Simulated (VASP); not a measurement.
# ScAl3 (Pm-3m) in VASP: further runs

Runs on ScAl3. Level: PBE. Tasks: single point.

Program: VASP 6.6.1. These are calculated values, not measurements. Logs are shortened: lines on timing, memory, paths and dates and some standing lists are left out, and cuts for length are marked.

## 1. The cell of the first run

The structure is cubic, space group Pm-3m (No. 221). The conventional cell has a = 4.105 Å, b = 4.105 Å, c = 4.105 Å, α = 90.00°, β = 90.00°, γ = 90.00°. Sc (site symmetry m-3m) has 12 Al at 2.90 Å within 3.8 Å. Al (site symmetry 4/mmm) has 4 Sc at 2.90 Å and 8 Al at 2.90 Å within 3.8 Å.

## 2. Single point, PBE

INCAR reads:

```
SYSTEM = ScAl3
PREC     = Accurate       ! precision mode
ENCUT    = 520            ! plane-wave cutoff, eV
EDIFF    = 1E-6           ! SCF threshold, eV
ISMEAR   = 0              ! smearing method
SIGMA    = 0.15           ! smearing width, eV
LREAL    = .False.        ! projectors in reciprocal space
LASPH    = .True.         ! aspherical terms in the spheres
NELM     = 60             ! most SCF steps
ALGO     = Fast           ! electronic algorithm
ISIF     = 2              ! what is computed and relaxed
LWAVE    = .False.        ! write WAVECAR
LCHARG   = .False.        ! write CHGCAR
GGA      = PE             ! functional
NBANDS   = 30             ! bands
```

KPOINTS reads:

```
regular mesh
0
Gamma
  10 10 10
  0 0 0
```

POSCAR reads:

```
ScAl3
1.0
   -4.1053305959      0.0000000000     -4.1053305959
    0.0000000000     -4.1053305959     -4.1053305959
   -4.1053305959     -4.1053305959      0.0000000000
Sc Al
2 6
Direct
    0.5000000000      0.5000000000      0.5000000000
    1.0000000000      0.0000000000      1.0000000000
    0.5000000000      0.0000000000      0.0000000000
    0.0000000000      0.5000000000      0.5000000000
    0.5000000000      0.0000000000      0.5000000000
    0.0000000000      0.5000000000      0.0000000000
    0.0000000000      0.0000000000      0.5000000000
    0.5000000000      0.5000000000      0.0000000000
```

Potentials or basis: VASP PAW PBE potentials, release 64 (Sc_sv, Al).

On the command line:

```
$ cat potpaw_PBE.64/Sc_sv/POTCAR potpaw_PBE.64/Al/POTCAR > POTCAR
$ mpirun -np 1 vasp_std > vasp.out
```

OUTCAR:

```text
SYSTEM = ScAl3
   PREC = Accurate
   ENCUT = 520
   EDIFF = 1E-6
   ISMEAR = 0
   LREAL = .False.
   LASPH = .True.
   NELM = 60
   ISIF = 2
   GGA = PE

 ion  position               nearest neighbor table
   1  0.500  0.500  0.500-   4 2.90   5 2.90   8 2.90   3 2.90   6 2.90   8 2.90   3 2.90   5 2.90
                             7 2.90   4 2.90   6 2.90   7 2.90
   2  0.000  0.000  0.000-   3 2.90   6 2.90   7 2.90   4 2.90   5 2.90   7 2.90   4 2.90   6 2.90
                             8 2.90   3 2.90   5 2.90   8 2.90
   3  0.500  0.000  0.000-   2 2.90   5 2.90   8 2.90   1 2.90   5 2.90   7 2.90   1 2.90   6 2.90
                             8 2.90   2 2.90   6 2.90   7 2.90
   4  0.000  0.500  0.500-   1 2.90   6 2.90   7 2.90   2 2.90   6 2.90   8 2.90   2 2.90   5 2.90
                             7 2.90   1 2.90   5 2.90   8 2.90
   5  0.500  0.000  0.500-   1 2.90   3 2.90   7 2.90   2 2.90   3 2.90   8 2.90   1 2.90   4 2.90
                             8 2.90   2 2.90   4 2.90   7 2.90
   6  0.000  0.500  0.000-   2 2.90   4 2.90   8 2.90   1 2.90   4 2.90   7 2.90   2 2.90   3 2.90
                             7 2.90   1 2.90   3 2.90   8 2.90
   7  0.000  0.000  0.500-   2 2.90   4 2.90   5 2.90   2 2.90   3 2.90   6 2.90   1 2.90   4 2.90
                             6 2.90   1 2.90   3 2.90   5 2.90
   8  0.500  0.500  0.000-   1 2.90   3 2.90   6 2.90   1 2.90   4 2.90   5 2.90   2 2.90   3 2.90
                             5 2.90   2 2.90   4 2.90   6 2.90

  LATTYP: Found a face centered cubic cell.
 ALAT       =     8.2106611918

  Lattice vectors:

 A1 = (  -4.1053305959,   0.0000000000,  -4.1053305959)
 A2 = (   0.0000000000,  -4.1053305959,  -4.1053305959)
 A3 = (  -4.1053305959,  -4.1053305959,   0.0000000000)

Analysis of symmetry for initial positions (statically):
=====================================================================
 Subroutine PRICEL returns following result:

  LATTYP: Found a simple cubic cell.
 ALAT       =     4.1053305959

  Lattice vectors:

 A1 = (   0.0000000000,   4.1053305959,   0.0000000000)
 A2 = (   0.0000000000,   0.0000000000,  -4.1053305959)
 A3 = (  -4.1053305959,   0.0000000000,   0.0000000000)

   2 primitive cells build up your supercell.

 Routine SETGRP: Setting up the symmetry group for a
 face centered cubic supercell.

 Subroutine GETGRP returns: Found 48 space group operations
 (whereof 48 operations were pure point group operations)
 out of a pool of 48 trial point group operations.

The static configuration has the point symmetry O_h .

Analysis of symmetry for dynamics (positions and initial velocities):
=====================================================================
 Subroutine PRICEL returns following result:

  LATTYP: Found a simple cubic cell.
 ALAT       =     4.1053305959

  Lattice vectors:

 A1 = (   0.0000000000,   4.1053305959,   0.0000000000)
 A2 = (   0.0000000000,   0.0000000000,  -4.1053305959)
 A3 = (  -4.1053305959,   0.0000000000,   0.0000000000)

   2 primitive cells build up your supercell.

 Routine SETGRP: Setting up the symmetry group for a
 face centered cubic supercell.

 Subroutine GETGRP returns: Found 48 space group operations
 (whereof 48 operations were pure point group operations)
 out of a pool of 48 trial point group operations.

The dynamic configuration has the point symmetry O_h .

 Subroutine INISYM returns: Found 48 space group operations
 (whereof 48 operations are pure point group operations),
 and found     2 'primitive' translations

----------------------------------------------------------------------------------------

                                     Primitive cell

  volume of cell :      69.1902

  direct lattice vectors                    reciprocal lattice vectors
     0.000000000  4.105330596  0.000000000     0.000000000  0.243585742  0.000000000
     0.000000000  0.000000000 -4.105330596     0.000000000  0.000000000 -0.243585742
    -4.105330596  0.000000000  0.000000000    -0.243585742  0.000000000  0.000000000

  length of vectors
     4.105330596  4.105330596  4.105330596     0.243585742  0.243585742  0.243585742

  position of ions in fractional coordinates (direct lattice)
     0.000000000  0.000000000  0.000000000
     0.000000000  0.500000000  0.500000000
     0.500000000  0.500000000  0.000000000
     0.500000000  0.000000000  0.500000000

  ion indices of the primitive-cell ions
   primitive index   ion index
                 1           1
                 2           4
                 3           5
                 4           8

----------------------------------------------------------------------------------------

 KPOINTS: regular mesh

Automatic generation of k-mesh.
 Grid dimensions read from file:
 generate k-points for:   10   10   10

 Generating k-lattice:

  Cartesian coordinates                     Fractional coordinates (reciprocal lattice)
    -0.012179287  0.012179287 -0.012179287     0.100000000  0.000000000  0.000000000
     0.012179287 -0.012179287 -0.012179287     0.000000000  0.100000000  0.000000000
    -0.012179287 -0.012179287  0.012179287     0.000000000  0.000000000  0.100000000

  Length of vectors
     0.021095144  0.021095144  0.021095144

  Shift w.r.t. Gamma in fractional coordinates (k-lattice)
     0.000000000  0.000000000  0.000000000

 Subroutine IBZKPT returns following result:
 ===========================================

 Found     47 irreducible k-points:

 Following reciprocal coordinates:
            Coordinates               Weight
  0.000000  0.000000  0.000000      1.000000
  0.100000  0.000000  0.000000      8.000000
  0.200000  0.000000  0.000000      8.000000
  0.300000  0.000000  0.000000      8.000000
  0.400000  0.000000  0.000000      8.000000
  0.500000  0.000000  0.000000      4.000000
[... 16 lines left out ...]
  0.300000  0.300000  0.000000      6.000000
  0.400000  0.300000  0.000000     24.000000
 [... further k-points ...]
   k-points           NKPTS =     47   k-points in BZ     NKDIM =     47   number of bands    NBANDS=     30
   number of dos      NEDOS =    301   number of ions     NIONS =      8
   total plane-waves  NPLWV = 110592
   dimension x,y,z NGX =    48 NGY =   48 NGZ =   48
   dimension x,y,z NGXF=    96 NGYF=   96 NGZF=   96
   ions per type =               2   6
   NGX,Y,Z   is equivalent  to a cutoff of  13.74, 13.74, 13.74 a.u.
   NGXF,Y,Z  is equivalent  to a cutoff of  27.49, 27.49, 27.49 a.u.
 SYSTEM =  ScAl3
   PREC   = accura    normal or accurate (medium, high low for compatibility)
   ISTART =      0    job   : 0-new  1-cont  2-samecut
   ICHARG =      2    charge: 1-file 2-atom 10-const
   ISPIN  =      1    spin polarized calculation?
   LNONCOLLINEAR =      F non collinear calculations
   LSORBIT =      F    spin-orbit coupling
   LASPH  =      T    aspherical Exc in radial PAW
   ENCUT  =  520.0 eV  38.22 Ry    6.18 a.u.  10.79 10.79 10.79*2*pi/ulx,y,z
   NELM   =     60;   NELMIN=  2; NELMDL= -5     # of ELM steps
   EDIFF  = 0.1E-05   stopping-criterion for ELM
   LREAL  =      F    real-space projection
   EDIFFG = 0.1E-04   stopping-criterion for IOM
   NSW    =      0    number of steps for IOM
   IBRION =     -1    ionic relax: 0-MD 1-quasi-New 2-CG
   NFREE  =      0    steps in history (QN), initial steepest desc. (CG)
   ISIF   =      2    stress and relaxation
   ISYM   =      2    0-nonsym 1-usesym 2-fastsym
   POTIM  = 0.5000    time-step for ionic-motion
   TEBEG  =    0.0;   TEEND  =   0.0 temperature during run
   PSTRESS=    0.0 pullay stress
   NELECT =      40.0000    total number of electrons
   NUPDOWN=      -1.0000    fix difference up-down
   EMIN   =  10.00;   EMAX   =-10.00  energy-range for DOS
   EFERMI =   0.00;   METHOD = LEGACY
   ISMEAR =     0;   SIGMA  =   0.15  broadening in eV -4-tet -1-fermi 0-gaus
   EFERMI_NEDOS =   21; number of points for ismear=-14 and -15
   IALGO  =     68    algorithm
   IMIX   =      4    mixing-type and parameters
     AMIX     =   0.40;   BMIX     =  1.00
     AMIX_MAG =   1.60;   BMIX_MAG =  1.00
  volume/ion in A,a.u.               =      17.30       116.73
  Fermi-wavevector in a.u.,A,eV,Ry     =   1.082439  2.045513 15.941590  1.171674
  Thomas-Fermi vector in A             =   2.218480
   LORBIT       =      0    0 simple, 1 ext, 2 COOP (PROOUT), +10 PAW based schemes
   GGA     = PE    functional components
   LHFCALC =     F    Hartree Fock is set to
   AEXX    =    0.0000 exact exchange contribution
   IVDW    =     0    specifies the selected vdW correction
   LEPSILON=     F    determine dielectric tensor
   LRPA    =     F    only Hartree local field effects (RPA)
 non-spin polarized calculation
 RMM-DIIS sequential band-by-band and
 Gauss-broadening in eV      SIGMA  =   0.15
  energy-cutoff  :      520.00
  volume of cell :      138.38
 maximum number of plane-waves:      3750
 NGX is ok and might be reduce to    48

 number of electron      40.0000001 magnetization

 Free energy of the ion-electron system (eV)
  ---------------------------------------------------
  ext. energy  EPLUGINS =         0.00000000
  ---------------------------------------------------
  free energy    TOTEN  =       -38.61119770 eV

  energy without entropy =      -38.58182089  energy(sigma->0) =      -38.59650929

 E-fermi :   7.1795     XC(G=0): -10.3672

 val. band max:        7.1173841787   @ k =  -0.4000   0.4000   0.0000
 cond. band min:       7.1909595492   @ k =   0.3000   0.3000   0.0000
 fundamental gap:      0.0735753705
 Fermi energy:         7.1795037965

 k-point     1 :       0.0000    0.0000    0.0000
  band No.  band energies     occupation
      1     -41.8640      2.00000
      2     -41.8606      2.00000
      3     -20.5845      2.00000
      4     -20.5845      2.00000
      5     -20.5845      2.00000
      6     -20.5623      2.00000
[... 22 lines left out ...]
     29      12.3511      0.00000
     30      12.3892      0.00000
[... 728 lines left out ...]
  band No.  band energies     occupation
      1     -41.8630      2.00000
      2     -41.8615      2.00000
      3     -20.5871      2.00000
      4     -20.5870      2.00000
      5     -20.5863      2.00000
      6     -20.5633      2.00000
[... 22 lines left out ...]
     29      10.2553      0.00000
     30      10.9499      0.00000

 [... further k-points ...]

------------------------ aborting loop because EDIFF is reached ----------------------------------------

  FORCE on cell =-STRESS in cart. coord.  units (eV):
  Direction    XX          YY          ZZ          XY          YZ          ZX
  --------------------------------------------------------------------------------------
  -------------------------------------------------------------------------------------
  Total        0.1121877      0.1121877      0.1121877      0.0000000     -0.0000000      0.0000000
  in kB        1.2989170      1.2989170      1.2989170      0.0000000     -0.0000000      0.0000000
  external PRESSURE =       1.2989170 kB  Pullay stress =       0.0000000 kB

 VOLUME and BASIS-vectors are now :
 -----------------------------------------------------------------------------
  energy-cutoff  :      520.00
  volume of cell :      138.38
      direct lattice vectors                 reciprocal lattice vectors
    -4.105330596  0.000000000 -4.105330596    -0.121792871  0.121792871 -0.121792871
     0.000000000 -4.105330596 -4.105330596     0.121792871 -0.121792871 -0.121792871
    -4.105330596 -4.105330596  0.000000000    -0.121792871 -0.121792871  0.121792871

 POSITION                                       TOTAL-FORCE (eV/Angst)
 -----------------------------------------------------------------------------------
     -4.10533     -4.10533     -4.10533         0.000000      0.000000      0.000000
      0.00000      0.00000      0.00000        -0.000000      0.000000     -0.000000
     -2.05267      0.00000     -2.05267        -0.000000      0.000000      0.000000
     -2.05267     -4.10533     -2.05267        -0.000000     -0.000000      0.000000
     -4.10533     -2.05267     -2.05267        -0.000000     -0.000000      0.000000
      0.00000     -2.05267     -2.05267         0.000000     -0.000000      0.000000
     -2.05267     -2.05267      0.00000        -0.000000     -0.000000      0.000000
     -2.05267     -2.05267     -4.10533         0.000000     -0.000000      0.000000
 -----------------------------------------------------------------------------------
    total drift:                                0.000000      0.000000      0.000000

  FREE ENERGIE OF THE ION-ELECTRON SYSTEM (eV)
  ---------------------------------------------------
  free  energy   TOTEN  =       -38.6111976964 eV

  energy  without entropy=      -38.5818208927  energy(sigma->0) =      -38.59650929
```

Run time: 9.8 min. Hardware: 1 thread of AMD EPYC 7R43 (Zen 3), shared host; peak memory 0.38 GiB.

What came out:

```
Free energy            : -38.6112 eV
Pressure               : 0.1 GPa
Band gap on the k mesh : zero (band 20 reaches 7.95 eV, above the bottom of band 21 at 5.35 eV)
```

## 3. Single point, PBE (strained)

INCAR reads:

```
ALGO = Normal ; EDIFF = 1E-6
ENCUT = 520 ; GGA = PE
ISIF = 2 ; ISMEAR = 0
LASPH = True ; LCHARG = False
LREAL = False ; LWAVE = False
NBANDS = 18 ; NELM = 60
PREC = Accurate ; SIGMA = 0.1
```

KPOINTS reads:

```
k-points
0
Gamma
  10 10 10
```

POSCAR reads:

```
ScAl3
1.0
    4.0730904663      0.0000000000      0.0000000000
    0.0000000000      4.0730904663      0.0000000000
    0.0000000000      0.0000000000      4.0730904663
Sc Al
1 3
Direct
    0.0000000000      0.0000000000      0.0000000000
    0.5000000000      0.0000000000      0.5000000000
    0.0000000000      0.5000000000      0.5000000000
    0.5000000000      0.5000000000      0.0000000000
```

Potentials or basis: VASP PAW PBE potentials, release 64 (Sc_sv, Al).

On the command line:

```
$ cat potpaw_PBE.64/Sc_sv/POTCAR potpaw_PBE.64/Al/POTCAR > POTCAR
$ mpirun -np 1 vasp_std > vasp.out
```

Run time: 50 s. Hardware: 1 thread of AMD EPYC 7R13 (Zen 3), shared host; peak memory 0.17 GiB.

Results (log left out):

```yaml
Free_energy: -19.2895 eV
Pressure: 2.2 GPa
Band_gap_on_the_k_mesh: zero (band 10 reaches 8.30 eV, above the bottom of band 11 at 4.40 eV)
```

Levels at points of the mesh, in eV from the Fermi level:
```csv
k point,band 7,band 8,band 9,band 10,band 11,band 12,band 13,band 14
"(0.00, 0.00, 0.00)",-2.65,-1.84,-1.84,-1.84,1.24,1.30,1.30,1.30
"(0.50, 0.00, 0.00)",-1.75,-1.75,-1.51,0.91,1.00,1.00,1.34,1.64
"(0.50, 0.50, 0.00)",-5.67,-4.40,-0.56,-0.56,1.18,1.37,2.10,2.52
"(0.50, 0.50, 0.50)",-4.83,-4.53,-2.99,-2.99,-2.99,0.97,2.63,2.63
```

Caveat: the cell differs from its parent crystal (strained).

## 4. Single point, PBE

This run uses another cell than the first one: it holds 4 atoms, not 8.

INCAR reads:

```
  PREC = Accurate
  ENCUT = 520
  EDIFF = 1E-6
  ISMEAR = 0
  SIGMA = 0.15
  LREAL = F
  LASPH = T
  NELM = 60
  ALGO = Normal
  ISIF = 2
  LWAVE = F
  LCHARG = T
  GGA = PE
  LELF = T
  LVHAR = T
  NBANDS = 18
```

KPOINTS reads:

```
regular mesh
0
Gamma
  8 8 8
```

POSCAR reads:

```
ScAl3
1.0
    4.1053305952      0.0000000000      0.0000000000
    0.0000000000      4.1053305952      0.0000000000
    0.0000000000      0.0000000000      4.1053305952
Sc Al
1 3
Direct
    0.0000000000      0.0000000000      0.0000000000
    0.5000000000      0.0000000000      0.5000000000
    0.0000000000      0.5000000000      0.5000000000
    0.5000000000      0.5000000000      0.0000000000
```

On the command line:

```
$ cat potpaw_PBE.64/Sc_sv/POTCAR potpaw_PBE.64/Al/POTCAR > POTCAR
$ mpirun -np 1 vasp_std > vasp.out
```

It took 25 s on 1 thread of Intel Xeon 6975P-C, shared host; peak memory 0.2 GiB.

The run converged. Its results:

| Property | Result |
| --- | --- |
| Free energy | -19.3068 eV |
| Pressure | 0.1 GPa |
| Band gap on the k mesh | zero (band 10 reaches 7.95 eV, above the bottom of band 11 at 4.21 eV) |

Levels at points of the mesh, in eV from the Fermi level:
```csv
k point,band 8,band 9,band 10,band 11,band 12,band 13
"(0.00, 0.00, 0.00)",-1.84,-1.84,-1.84,1.23,1.27,1.27
"(0.50, 0.00, 0.00)",-1.73,-1.47,0.76,0.96,0.96,1.33
"(0.50, 0.50, 0.00)",-4.36,-0.56,-0.56,1.17,1.33,2.03
"(0.50, 0.50, 0.50)",-4.46,-2.97,-2.97,-2.97,0.90,2.56
```

(Part 1 of 2 ends here.)
